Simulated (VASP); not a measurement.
The system is Pb.

```xyz
1
Lattice="0.0000 2.4416 2.4416 2.4416 0.0000 2.4416 2.4416 2.4416 0.0000" Properties=species:S:1:pos:R:3 pbc="T T T"
Pb    0.0000    0.0000    0.0000
```

Base run:

```yaml
Program: VASP 6.6.1
Functional: r2SCAN
Potentials_or_basis: VASP PAW PBE potentials, release 64 (Pb_d)
Cutoff: 520 eV
k_mesh: 9 × 9 × 9
Occupations: fermi-dirac, width 0.05 eV
Spin: no spin polarisation
```

Its results: band gap on the k mesh zero (band 7 reaches 15.77 eV, above the bottom of band 8 at 5.96 eV); pressure 3.4 GPa.

Question: After a change of settings the same cell gave: band gap on the k mesh zero (band 7 reaches 15.30 eV, above the bottom of band 8 at 5.92 eV); pressure 1.4 GPa. Which change was it?
A. functional from r2SCAN to LDA; potentials or basis from VASP PAW PBE potentials, release 64 (Pb_d) to VASP PAW LDA potentials, release 64 (Pb_d)
B. functional from r2SCAN to PBEsol; dispersion from none to D3(BJ)
C. functional from r2SCAN to BLYP; further incar settings from ALGO = Normal; EDIFF = 1e-06; NBANDS = 13 to ALGO = Normal; EDIFF = 1e-07; NBANDS = 13
D. functional from r2SCAN to PBEsol

Answer: D.

Caveats: the PAW data sets were made with another functional, which shifts forces and pressure a little; spin-orbit coupling is left out, which moves the levels of the heavy elements.
